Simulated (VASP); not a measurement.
# Si2Ag (Cmmm) in VASP: single point with PBE

Aim: the single point of Si2Ag with PBE.

All numbers are computed with VASP 6.6.1; they aren't measurements. Logs are shortened: lines on timing, memory, paths and dates and some standing lists are left out, and cuts for length are marked.

## 1. The cell of the first run

The typed cell holds 6 atoms: a = 5.823 Å, b = 5.823 Å, c = 4.406 Å, α = 90.00°, β = 90.00°, γ = 90.01°.

The cell was generated, and may not be a known phase.

## 2. Single point, PBE

File INCAR:

```
ALGO     = Fast           # electronic algorithm
EDIFF    = 1E-6           # SCF threshold, eV
ENCUT    = 520            # plane-wave cutoff, eV
GGA      = PE             # functional
ISIF     = 2              # what is computed and relaxed
ISMEAR   = 0              # smearing method
LASPH    = T              # aspherical terms in the spheres
LCHARG   = F              # write CHGCAR
LREAL    = F              # projectors in reciprocal space
LWAVE    = F              # write WAVECAR
NBANDS   = 28             # bands
NELM     = 80             # most SCF steps
PREC     = Accurate       # precision mode
SIGMA    = 0.1            # smearing width, eV
```

File KPOINTS:

```
k-points
0
Gamma
  8 8 8
```

File POSCAR:

```
Si2Ag
1.0
    4.1171455300     -4.1180927490      0.0000000000
    4.1171455300      4.1180927490      0.0000000000
    0.0000000000      0.0000000000      4.4055217415
Si Ag
4 2
Direct
    0.0000245625      0.2868951708      0.5000000000
    0.9999754375      0.7131048292      0.5000000000
    0.2868951708      0.0000245625      0.5000000000
    0.7131048292      0.9999754375      0.5000000000
    0.0000000000      0.5000000000      0.0000000000
    0.5000000000      0.0000000000      0.0000000000
```

Potentials or basis: VASP PAW PBE potentials, release 64 (Si, Ag).

Command:

```
$ cat potpaw_PBE.64/Si/POTCAR potpaw_PBE.64/Ag/POTCAR > POTCAR
$ mpirun -np 1 vasp_std > vasp.out
```

OUTCAR:

```text
EDIFF = 1E-6
   ENCUT = 520
   GGA = PE
   ISIF = 2
   ISMEAR = 0
   LASPH = T
   LREAL = F
   NELM = 80
   PREC = Accurate

 ion  position               nearest neighbor table
   1  0.000  0.287  0.500-   4 2.36   3 2.36   2 2.48   5 2.53   5 2.53
   2  1.000  0.713  0.500-   3 2.36   4 2.36   1 2.48   5 2.53   5 2.53
   3  0.287  0.000  0.500-   2 2.36   1 2.36   4 2.48   6 2.53   6 2.53
   4  0.713  1.000  0.500-   1 2.36   2 2.36   3 2.48   6 2.53   6 2.53
   5  0.000  0.500  0.000-   1 2.53   2 2.53   1 2.53   2 2.53
   6  0.500  0.000  0.000-   3 2.53   4 2.53   3 2.53   4 2.53

  LATTYP: Found a base centered orthorhombic cell.
 ALAT       =     8.2342910600
 B/A-ratio  =     1.0002300669
 C/A-ratio  =     0.5350213770

  Lattice vectors:

 A1 = (   4.1171455300,  -4.1180927490,   0.0000000000)
 A2 = (   4.1171455300,   4.1180927490,   0.0000000000)
 A3 = (   0.0000000000,   0.0000000000,   4.4055217415)

Analysis of symmetry for initial positions (statically):
=====================================================================
 Subroutine PRICEL returns:
 Original cell was already a primitive cell.

 Routine SETGRP: Setting up the symmetry group for a
 base centered orthorhombic supercell.

 Subroutine GETGRP returns: Found  8 space group operations
 (whereof  8 operations were pure point group operations)
 out of a pool of  8 trial point group operations.

The static configuration has the point symmetry D_2h.

Analysis of symmetry for dynamics (positions and initial velocities):
=====================================================================
 Subroutine PRICEL returns:
 Original cell was already a primitive cell.

 Routine SETGRP: Setting up the symmetry group for a
 base centered orthorhombic supercell.

 Subroutine GETGRP returns: Found  8 space group operations
 (whereof  8 operations were pure point group operations)
 out of a pool of  8 trial point group operations.

The dynamic configuration has the point symmetry D_2h.

 Subroutine INISYM returns: Found  8 space group operations
 (whereof  8 operations are pure point group operations),
 and found     1 'primitive' translations

----------------------------------------------------------------------------------------

                                     Primitive cell

  volume of cell :     149.3894

  direct lattice vectors                    reciprocal lattice vectors
     4.117145530 -4.118092749  0.000000000     0.121443363 -0.121415430  0.000000000
     4.117145530  4.118092749  0.000000000     0.121443363  0.121415430  0.000000000
     0.000000000  0.000000000  4.405521742     0.000000000  0.000000000  0.226987871

  length of vectors
     5.823192870  5.823192870  4.405521742     0.171727100  0.171727100  0.226987871

  position of ions in fractional coordinates (direct lattice)
     0.000024563  0.286895171  0.500000000
     0.999975437  0.713104829  0.500000000
     0.286895171  0.000024563  0.500000000
     0.713104829  0.999975437  0.500000000
     0.000000000  0.500000000  0.000000000
     0.500000000  0.000000000  0.000000000

  ion indices of the primitive-cell ions
   primitive index   ion index
                 1           1
                 2           2
                 3           3
                 4           4
                 5           5
                 6           6

----------------------------------------------------------------------------------------

 KPOINTS: k-points

Automatic generation of k-mesh.
 Grid dimensions read from file:
 generate k-points for:    8    8    8

 Generating k-lattice:

  Cartesian coordinates                     Fractional coordinates (reciprocal lattice)
     0.015180420 -0.015176929  0.000000000     0.125000000  0.000000000  0.000000000
     0.015180420  0.015176929  0.000000000     0.000000000  0.125000000  0.000000000
     0.000000000  0.000000000  0.028373484     0.000000000  0.000000000  0.125000000

  Length of vectors
     0.021465888  0.021465888  0.028373484

  Shift w.r.t. Gamma in fractional coordinates (k-lattice)
     0.000000000  0.000000000  0.000000000

 Subroutine IBZKPT returns following result:
 ===========================================

 Found    105 irreducible k-points:

 Following reciprocal coordinates:
            Coordinates               Weight
  0.000000  0.000000  0.000000      1.000000
  0.125000  0.000000  0.000000      4.000000
  0.250000  0.000000  0.000000      4.000000
  0.375000  0.000000  0.000000      4.000000
  0.500000  0.000000  0.000000      2.000000
  0.125000  0.125000  0.000000      2.000000
[... 16 lines left out ...]
  0.125000  0.000000  0.125000      8.000000
  0.250000  0.000000  0.125000      8.000000
 [... further k-points ...]
   k-points           NKPTS =    105   k-points in BZ     NKDIM =    105   number of bands    NBANDS=     28
   number of dos      NEDOS =    301   number of ions     NIONS =      6
   total plane-waves  NPLWV =  82944
   dimension x,y,z NGX =    48 NGY =   48 NGZ =   36
   dimension x,y,z NGXF=    96 NGYF=   96 NGZF=   72
   ions per type =               4   2
   NGX,Y,Z   is equivalent  to a cutoff of  13.70, 13.70, 13.58 a.u.
   NGXF,Y,Z  is equivalent  to a cutoff of  27.41, 27.41, 27.17 a.u.
 SYSTEM =  unknown system
   PREC   = accura    normal or accurate (medium, high low for compatibility)
   ISTART =      0    job   : 0-new  1-cont  2-samecut
   ICHARG =      2    charge: 1-file 2-atom 10-const
   ISPIN  =      1    spin polarized calculation?
   LNONCOLLINEAR =      F non collinear calculations
   LSORBIT =      F    spin-orbit coupling
   LASPH  =      T    aspherical Exc in radial PAW
   ENCUT  =  520.0 eV  38.22 Ry    6.18 a.u.  10.83 10.83  8.19*2*pi/ulx,y,z
   NELM   =     80;   NELMIN=  2; NELMDL= -5     # of ELM steps
   EDIFF  = 0.1E-05   stopping-criterion for ELM
   LREAL  =      F    real-space projection
   EDIFFG = 0.1E-04   stopping-criterion for IOM
   NSW    =      0    number of steps for IOM
   IBRION =     -1    ionic relax: 0-MD 1-quasi-New 2-CG
   NFREE  =      0    steps in history (QN), initial steepest desc. (CG)
   ISIF   =      2    stress and relaxation
   ISYM   =      2    0-nonsym 1-usesym 2-fastsym
   POTIM  = 0.5000    time-step for ionic-motion
   TEBEG  =    0.0;   TEEND  =   0.0 temperature during run
   PSTRESS=    0.0 pullay stress
   NELECT =      38.0000    total number of electrons
   NUPDOWN=      -1.0000    fix difference up-down
   EMIN   =  10.00;   EMAX   =-10.00  energy-range for DOS
   EFERMI =   0.00;   METHOD = LEGACY
   ISMEAR =     0;   SIGMA  =   0.10  broadening in eV -4-tet -1-fermi 0-gaus
   EFERMI_NEDOS =   21; number of points for ismear=-14 and -15
   IALGO  =     68    algorithm
   IMIX   =      4    mixing-type and parameters
     AMIX     =   0.40;   BMIX     =  1.00
     AMIX_MAG =   1.60;   BMIX_MAG =  1.00
  volume/ion in A,a.u.               =      24.90       168.02
  Fermi-wavevector in a.u.,A,eV,Ry     =   1.037280  1.960176 14.639195  1.075950
  Thomas-Fermi vector in A             =   2.171711
   LORBIT       =      0    0 simple, 1 ext, 2 COOP (PROOUT), +10 PAW based schemes
   GGA     = PE    functional components
   LHFCALC =     F    Hartree Fock is set to
   AEXX    =    0.0000 exact exchange contribution
   IVDW    =     0    specifies the selected vdW correction
   LEPSILON=     F    determine dielectric tensor
   LRPA    =     F    only Hartree local field effects (RPA)
 non-spin polarized calculation
 RMM-DIIS sequential band-by-band and
 Gauss-broadening in eV      SIGMA  =   0.10
  energy-cutoff  :      520.00
  volume of cell :      149.39
 maximum number of plane-waves:      4064
 NGX is ok and might be reduce to    48
   NGX = 21   NGY = 21   NGZ = 17

 number of electron      38.0000005 magnetization

 Free energy of the ion-electron system (eV)
  ---------------------------------------------------
  ext. energy  EPLUGINS =         0.00000000
  ---------------------------------------------------
  free energy    TOTEN  =       -24.81164461 eV

  energy without entropy =      -24.80484679  energy(sigma->0) =      -24.80824570

 E-fermi :   4.4067     XC(G=0):  -8.6969

 val. band max:        4.4046953082   @ k =   0.1250   0.0000   0.0000
 cond. band min:       4.4160481668   @ k =   0.5000   0.2500   0.2500
 fundamental gap:      0.0113528586
 Fermi energy:         4.4066970079

 k-point     1 :       0.0000    0.0000    0.0000
  band No.  band energies     occupation
      1      -7.1243      2.00000
      2      -4.5853      2.00000
      3      -2.4583      2.00000
      4      -2.4578      2.00000
      5      -2.3261      2.00000
      6      -1.4510      2.00000
[... 20 lines left out ...]
     27       8.2895      0.00000
     28       8.9984      0.00000

 k-point     2 :       0.1250    0.0000    0.0000
  band No.  band energies     occupation
      1      -7.0748      2.00000
      2      -4.7145      2.00000
      3      -2.8490      2.00000
      4      -2.4480      2.00000
      5      -1.8262      2.00000
      6      -1.4587      2.00000
[... 20 lines left out ...]
     27       8.3867      0.00000
     28       9.3351      0.00000

 k-point     3 :       0.2500    0.0000    0.0000
  band No.  band energies     occupation
      1      -6.9348      2.00000
      2      -5.0449      2.00000
      3      -3.1027      2.00000
      4      -2.4235      2.00000
      5      -1.4770      2.00000
      6      -1.4470      2.00000
[... 20 lines left out ...]
     27       8.8722      0.00000
     28      10.1254      0.00000

 k-point     4 :       0.3750    0.0000    0.0000
  band No.  band energies     occupation
      1      -6.7435      2.00000
      2      -5.4145      2.00000
      3      -3.2105      2.00000
      4      -2.3986      2.00000
      5      -1.4949      2.00000
      6      -1.4442      2.00000
[... 578 lines left out ...]
     27       8.9200      0.00000
     28       9.0455      0.00000

 k-point    23 :       0.1250    0.0000    0.1250
  band No.  band energies     occupation
      1      -7.0045      2.00000
      2      -4.5930      2.00000
      3      -2.8751      2.00000
      4      -2.6201      2.00000
      5      -1.9185      2.00000
      6      -1.1907      2.00000
[... 20 lines left out ...]
     27       8.8848      0.00000
     28       9.1739      0.00000

 k-point    24 :       0.2500    0.0000    0.1250
  band No.  band energies     occupation
      1      -6.8670      2.00000
      2      -4.9381      2.00000
      3      -3.0757      2.00000
      4      -2.5932      2.00000
      5      -1.5970      2.00000
      6      -1.1936      2.00000
[... 20 lines left out ...]
     27       9.0676      0.00000
     28       9.7755      0.00000

 [... further k-points ...]

------------------------ aborting loop because EDIFF is reached ----------------------------------------

  FORCE on cell =-STRESS in cart. coord.  units (eV):
  Direction    XX          YY          ZZ          XY          YZ          ZX
  --------------------------------------------------------------------------------------
  -------------------------------------------------------------------------------------
  Total       -0.0407504     -0.0443222      0.0384702     -0.0000000      0.0000000      0.0000000
  in kB       -0.4370420     -0.4753482      0.4125870     -0.0000000      0.0000000      0.0000000
  external PRESSURE =      -0.1666010 kB  Pullay stress =       0.0000000 kB

 VOLUME and BASIS-vectors are now :
 -----------------------------------------------------------------------------
  energy-cutoff  :      520.00
  volume of cell :      149.39
      direct lattice vectors                 reciprocal lattice vectors
     4.117145530 -4.118092749  0.000000000     0.121443363 -0.121415430  0.000000000
     4.117145530  4.118092749  0.000000000     0.121443363  0.121415430  0.000000000
     0.000000000  0.000000000  4.405521742     0.000000000  0.000000000  0.226987871

 POSITION                                       TOTAL-FORCE (eV/Angst)
 -----------------------------------------------------------------------------------
      1.18129      1.18136      2.20276         0.000989      0.000410      0.000000
      7.05300     -1.18136      2.20276        -0.000989     -0.000410     -0.000000
      1.18129     -1.18136      2.20276         0.000989     -0.000410      0.000000
      7.05300      1.18136      2.20276        -0.000989      0.000410      0.000000
      2.05857      2.05905      0.00000        -0.000000     -0.000000      0.000000
      2.05857     -2.05905      0.00000         0.000000     -0.000000      0.000000
 -----------------------------------------------------------------------------------
    total drift:                                0.000000      0.000000      0.000000

  FREE ENERGIE OF THE ION-ELECTRON SYSTEM (eV)
  ---------------------------------------------------
  free  energy   TOTEN  =       -24.8116446106 eV

  energy  without entropy=      -24.8048467926  energy(sigma->0) =      -24.80824570
```

Run time: 12 min. Hardware: 1 thread of Oxide Virtual Turin-like, shared host; peak memory 0.49 GiB.

What came out:

| Quantity | Value |
| --- | --- |
| Free energy | -24.8116 eV |
| Pressure | 0.0 GPa |
| Band gap on the k mesh | zero (bands 19 and 20 overlap by 1.44 eV) |

Stress tensor (GPa, compression positive):
```
-0.04  0.00  0.00
 0.00 -0.05  0.00
 0.00  0.00  0.04
```

Levels at points of the mesh, in eV from the Fermi level:
| k point | band 17 | band 18 | band 19 | band 20 | band 21 | band 22 |
| --- | --- | --- | --- | --- | --- | --- |
| (0.00, 0.00, 0.00) | -1.77 | -0.13 | 0.10 | 0.10 | 1.17 | 2.91 |
| (0.50, 0.00, 0.00) | -1.89 | -1.33 | -0.75 | 0.33 | 1.83 | 2.33 |
| (0.50, 0.50, 0.00) | -1.67 | -1.33 | -1.33 | 0.05 | 0.27 | 1.91 |
| (0.00, 0.00, 0.50) | -2.03 | -1.96 | -0.95 | -0.95 | 1.80 | 1.80 |
| (0.50, 0.00, 0.50) | -2.39 | -2.30 | -0.61 | -0.24 | 0.97 | 1.64 |
| (0.50, 0.50, 0.50) | -2.55 | -2.33 | -2.33 | 0.60 | 0.88 | 1.48 |
